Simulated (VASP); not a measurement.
Wanted: the native input for a VASP 6.6.1 run.

```yaml
Task: single point
Functional: PBE
Potentials_or_basis: VASP PAW PBE potentials, release 64 (Zr_sv, Ti_sv, N)
Cutoff: 520 eV
k_mesh: 6 × 4 × 4
Occupations: gaussian, width 0.2 eV
Spin: no spin polarisation
Dipole_correction: no
Further_INCAR_settings: ALGO = Normal; EDIFF = 1e-06; NBANDS = 70
```

The structure of ZrTiN lies in POSCAR:

```
ZrTiN
1.0
    0.0003790795     -3.2548903931      0.0006863057
   -6.5067412630      0.0007868916     -0.0012022169
   -0.0017716266      0.0020813133     -8.0322656215
Zr Ti N
4 4 4
Direct
    0.4999732217      0.0000111051      0.3638403005
    0.4999660171      0.5000124683      0.3638402357
    0.0000298765      0.7499879707      0.6361599977
    0.0000265862      0.2499884457      0.6361598291
    0.4999979566      0.0000029900      0.9022317130
    0.4999962897      0.5000000098      0.9022306020
    0.0000026030      0.7499977556      0.0977683050
    0.0000019412      0.2500002722      0.0977696270
    0.5000372408     -0.0000156954      0.6456176660
    0.5000349704      0.4999849255      0.6456165197
   -0.0000331012      0.7500153688      0.3543849064
   -0.0000336020      0.2500143839      0.3543802978
```

The input as run:

INCAR

```
ALGO     = Normal         # electronic algorithm
EDIFF    = 1E-6           # SCF threshold, eV
ENCUT    = 520            # plane-wave cutoff, eV
GGA      = PE             # functional
ISIF     = 2              # what is computed and relaxed
ISMEAR   = 0              # smearing method
LASPH    = True           # aspherical terms in the spheres
LCHARG   = False          # write CHGCAR
LREAL    = False          # projectors in reciprocal space
LWAVE    = False          # write WAVECAR
NBANDS   = 70             # bands
NELM     = 100            # most SCF steps
PREC     = Accurate       # precision mode
SIGMA    = 0.2            # smearing width, eV
```

KPOINTS

```
k-points
0
Gamma
  6 4 4
```

Potentials or basis: VASP PAW PBE potentials, release 64 (Zr_sv, Ti_sv, N).

Launch:

```bash
$ cat potpaw_PBE.64/Zr_sv/POTCAR potpaw_PBE.64/Ti_sv/POTCAR potpaw_PBE.64/N/POTCAR > POTCAR
$ mpirun -np 1 vasp_std > vasp.out
```

Results of the run:

```
Pressure               : 0.2 GPa
Largest force          : 0.031 eV/Å
Band gap on the k mesh : zero (bands 58 and 59 overlap by 0.99 eV)
```

It took 23 min on 1 thread of Intel Xeon 8259CL, with other jobs on the host, peak memory 0.57 GiB.
